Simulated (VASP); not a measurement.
A run of VASP 6.6.1:

Contents of INCAR:

```
SYSTEM = Cu
  ALGO = Normal
  EDIFF = 1E-6
  ENCUT = 600
  GGA = PE
  GGA_COMPAT = .FALSE.
  ISIF = 2
  ISMEAR = -1
  LASPH = .TRUE.
  LCHARG = .FALSE.
  LREAL = .FALSE.
  LWAVE = .FALSE.
  NBANDS = 12
  NELM = 120
  PREC = Accurate
  SIGMA = 0.02
```

Contents of KPOINTS:

```
k-points
0
G
  11 11 11
  0 0 0
```

POSCAR

```
Cu
1.0
   -1.4183410376      1.4183410376      1.3527717645
    1.4183410376     -1.4183410376      1.3527717645
    1.4183410376      1.4183410376     -1.3527717645
Cu
1
Direct
    0.0000000000      0.0000000000      0.0000000000
```

Potentials or basis: VASP PAW PBE potentials, release 64 (Cu).

Run with:

```bash
$ cat potpaw_PBE.64/Cu/POTCAR > POTCAR
$ mpirun -np 1 vasp_std > vasp.out
```

Hardware: 1 thread of Intel(R) Xeon(R) Platinum 8559C (Emerald Rapids), on a shared host.

Task: How long does it take, and how much memory?

Result: It took 10 s on 1 thread of Intel(R) Xeon(R) Platinum 8559C (Emerald Rapids) (shared host), peak memory 0.13 GiB. Counts: scf iterations 12, k points 126.
